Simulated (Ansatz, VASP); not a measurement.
## One calculation of MgZr2Au2, two programs

```
Mg Zr Au
1.0
    -2.11703    2.11703    6.39042
     2.11703   -2.11703    6.39042
     2.11703    2.11703   -6.39042
Mg Zr Au
1 2 2
Direct
  0.00000 0.00000 0.00000
  0.25000 0.75000 0.50000
  0.75000 0.25000 0.50000
  0.60219 0.60219 0.00000
  0.39781 0.39781 0.00000
```

Alike in both runs: functional PBE; k mesh 12 × 12 × 12; occupations gaussian, width 0.1 eV; no spin polarisation.

Ansatz relaxed the structure, and its values are those at the end. VASP's run is a single point on that final structure, the one shown.

```csv
,VASP,Ansatz
version,VASP 6.6.1,Ansatz 0.2.0
potentials or method,"VASP PAW PBE potentials, release 64 (Mg, Zr_sv, Au), cutoff 520 eV","scalar-relativistic, plane waves, PAW"
valence electrons in the cell,48,72
```

VASP gave:

```
gap on the k mesh at the Fermi level (eV) : none
pressure (GPa)                            : -0.1
```

Which values does Ansatz return?

gap on the k mesh at the Fermi level (eV): none; pressure (GPa): 0.0.

A gap of «none» marks a metal or a gap that the smearing closes. VASP's potentials hold 48 valence electrons a cell and Ansatz's 72, so a difference there can come from the potentials and not from the codes.

Neither program's run includes spin-orbit coupling.
